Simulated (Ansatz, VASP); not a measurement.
# Cl: VASP beside Ansatz

```
Cl
1.0
     0.00000    3.20497    3.20497
     3.20497    0.00000    3.20497
     3.20497    3.20497    0.00000
Cl
2
Direct
  0.50000 0.50000 0.50000
  0.75000 0.75000 0.75000
```

Alike in both runs: functional r2SCAN; k mesh 16 × 16 × 16; occupations gaussian, width 0.1 eV; no spin polarisation.

Ansatz relaxed the structure, and its values are those at the end. VASP's run is a single point on that final structure, the one shown.

```csv
,VASP,Ansatz
version,VASP 6.6.1,Ansatz 0.2.0
potentials or method,"VASP PAW PBE potentials, release 64 (Cl), cutoff 520 eV","scalar-relativistic, plane waves, PAW"
valence electrons in the cell,14,14
```

|  | VASP | Ansatz | Ansatz less VASP |
| --- | --- | --- | --- |
| gap on the k mesh at the Fermi level (eV) | none | none | - |
| pressure (GPa) | -0.1 | 0.0 | +0.10 |

VASP's potentials were made for PBE, not for r2SCAN. A gap of «none» marks a metal or a gap that the smearing closes.
